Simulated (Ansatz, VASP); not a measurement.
# ZnO in VASP and in Ansatz

File POSCAR:

```
ZnO
1.0
    2.9768605358      0.0000000000      0.0000000000
   -1.4884302679      2.5780368475      0.0000000000
    0.0000000000      0.0000000000      5.1256341728
Zn O
2 2
Direct
    0.0000000000      0.0000000000      0.0000000000
    0.0000000000      0.0000000000      0.5000000000
    0.3333333333      0.6666666667      0.2500000000
    0.6666666667      0.3333333333      0.7500000000
```

The input INCAR.step1:

```
SYSTEM = ZnO
  PREC = Accurate
  ENCUT = 520
  ISMEAR = 0
  SIGMA = 0.01
  LREAL = .False.
  LASPH = .True.
  NELM = 100
  NBANDS = 26
  GGA = PE
  ALGO = Normal
  EDIFF = 1E-4
  LWAVE = .True.
  LCHARG = .False.
```

The input INCAR.step2:

```
SYSTEM = ZnO
  PREC = Accurate
  ENCUT = 520
  EDIFF = 1E-6
  ISMEAR = 0
  SIGMA = 0.01
  LREAL = .False.
  LASPH = .True.
  NELM = 100
  ALGO = Normal
  ISIF = 2
  LWAVE = .False.
  LCHARG = .True.
  METAGGA = R2SCAN
  LMIXTAU = .True.
  LELF = .True.
  LVHAR = .True.
  NBANDS = 26
  ISTART = 1
```

The input KPOINTS:

```
Automatic mesh
0
Gamma
  9 9 4
  0 0 0
```

Input for Ansatz:

```yaml
crystal:
  lattice:
    - [2.9768605358, 0.0, 0.0]
    - [-1.4884302679, 2.5780368475, 0.0]
    - [0.0, 0.0, 5.1256341728]
  atoms:
    - { symbol: Zn, position: [0.0, 0.0, 0.0] }
    - { symbol: Zn, position: [0.0, 0.0, 0.5] }
    - { symbol: O, position: [0.3333333333, 0.6666666667, 0.25] }
    - { symbol: O, position: [0.6666666667, 0.3333333333, 0.75] }
kpoints:
  mp_grid: { grid: [9, 9, 4] }
hamiltonian:
  xc: r2scan
scf:
  occupations: { method: fixed }
  n_extra_bands: 5
output:
  forces: true
  stress: true
  eigenvalues: true
```

Alike in both runs: task single point; functional r2SCAN; k mesh 9 × 9 × 4; no spin polarisation.

```csv
,VASP,Ansatz
version,VASP 6.6.1,Ansatz 0.2.0
potentials or method,"VASP PAW PBE potentials, release 64 (Zn, O)","plane waves, PAW"
plane-wave cutoff (eV),520,500
occupations,"gaussian, width 0.01 eV",fixed
valence electrons in the cell,36,36
```

Ansatz gave:

- gap on the k mesh at the Fermi level (eV): 1.36
- pressure (GPa): 0.0
- traceless stress, the component that is largest in VASP (GPa): 0.00

Question: Estimate VASP's values.

Answer: gap on the k mesh at the Fermi level (eV): 1.34; pressure (GPa): 1.3; traceless stress, the component that is largest in VASP (GPa): 0.20.

VASP's potentials were made for PBE, not for r2SCAN.
